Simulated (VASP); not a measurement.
## CuAu: single point with PBEsol

The system is CuAu.

```
CELL_PARAMETERS angstrom
2.81854 0.00000 0.00000
0.00000 2.81854 0.00000
0.00000 0.00000 3.69431
ATOMIC_POSITIONS crystal
Cu 0.50000 0.50000 0.50000
Au 0.00000 0.00000 0.00000
```

```yaml
Program: VASP 6.6.1
Task: single point
Functional: PBEsol
Potentials_or_basis: VASP PAW PBE potentials, release 64 (Cu, Au)
Cutoff: 520 eV
k_mesh: 13 × 13 × 10
Occupations: fermi-dirac, width 0.05 eV
Spin: no spin polarisation
Dipole_correction: no
Further_INCAR_settings: ALGO = Normal; EDIFF = 1e-07; NBANDS = 18
```

| Quantity | Value |
| --- | --- |
| Pressure | -5.0 GPa |
| Band gap on the k mesh | zero (bands 11 and 12 overlap by 6.30 eV) |

Stress tensor (GPa, compression positive):
```
-5.17  0.00  0.00
 0.00 -5.17  0.00
 0.00  0.00 -4.53
```

Levels at points of the mesh, in eV from the Fermi level:
| k point | band 9 | band 10 | band 11 | band 12 | band 13 | band 14 |
| --- | --- | --- | --- | --- | --- | --- |
| (0.00, 0.00, 0.00) | -1.69 | -1.47 | -1.47 | 2.04 | 7.91 | 9.92 |
| (0.00, 0.00, 0.50) | -2.33 | -2.31 | -2.31 | -1.96 | 14.28 | 14.45 |

It took 92 s on 1 thread of Intel Xeon 8259CL, with other jobs on the host, peak memory 0.22 GiB.

Caveat: the cell stands under tension; the PAW data sets were made with another functional, which shifts forces and pressure a little; spin-orbit coupling is left out, which moves the levels of the heavy elements.
